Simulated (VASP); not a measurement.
Input of a VASP 6.6.1 run:

Contents of INCAR:

```
PREC     = Accurate       # precision mode
ENCUT    = 600            # plane-wave cutoff, eV
EDIFF    = 1E-7           # SCF threshold, eV
ISMEAR   = -1             # smearing method
SIGMA    = 0.05           # smearing width, eV
LREAL    = False          # projectors in reciprocal space
LASPH    = True           # aspherical terms in the spheres
NELM     = 200            # most SCF steps
ALGO     = Normal         # electronic algorithm
ISIF     = 3              # what is computed and relaxed
LWAVE    = False          # write WAVECAR
LCHARG   = False          # write CHGCAR
LMAXMIX  = 4              # l up to which the mixer works
LDAU     = True           # DFT+U
LDAUTYPE = 2            
LDAUL    = 2 -1           # shell
LDAUU    = 4 0            # U, eV
LDAUJ    = 0 0          
LDAUPRINT= 1            
IBRION   = 2              # ionic algorithm
NSW      = 60             # ionic steps
EDIFFG   = -0.01          # ionic threshold
GGA_COMPAT= False        
NELMIN   = 4            
KPAR     = 4
```

Contents of KPOINTS:

```
regular mesh
0
Gamma
  7 5 3
```

The input POSCAR:

```
TiO2
1.0
    2.9682645463      0.0000000000      0.0000000000
    0.0002080834      4.7076067549      0.0000000000
    1.4835696211      0.2423534620      7.0834647979
Ti O
3 6
Direct
    0.0033718700      0.0003888100      0.0007031900
    0.3446402100      0.4802596500      0.3169598700
    0.6617081400      0.5204743600      0.6844963600
    0.4400381600      0.1854376900      0.1285388000
    0.7779263400      0.2977287500      0.4518780700
    0.1012362400      0.3089534200      0.8062432200
    0.9064972100      0.6918369900      0.1951715700
    0.2294071500      0.7030072800      0.5495147300
    0.5680256700      0.8153000600      0.8728271800
```

Potentials or basis: VASP PAW LDA potentials, release 64 (Ti_sv, O).

Run with:

```bash
$ cat potpaw_LDA.64/Ti_sv/POTCAR potpaw_LDA.64/O/POTCAR > POTCAR
$ mpirun -np 4 vasp_std > vasp.out
```

Task: Predict the relaxed volume.

Result: 10.94 Å³/atom.

Task: Estimate the space group after relaxing (to 0.1 Å).

Result: C2/m (No. 12).

Forces on the atoms (eV/Å):
```
Ti   0.001  0.000 -0.002
Ti   0.001  0.001  0.005
Ti   0.001 -0.001 -0.004
O   -0.001  0.004 -0.008
O   -0.001 -0.003 -0.004
O    0.000 -0.005 -0.007
O   -0.001  0.004  0.008
O    0.000  0.003  0.002
O   -0.001 -0.003  0.009
```
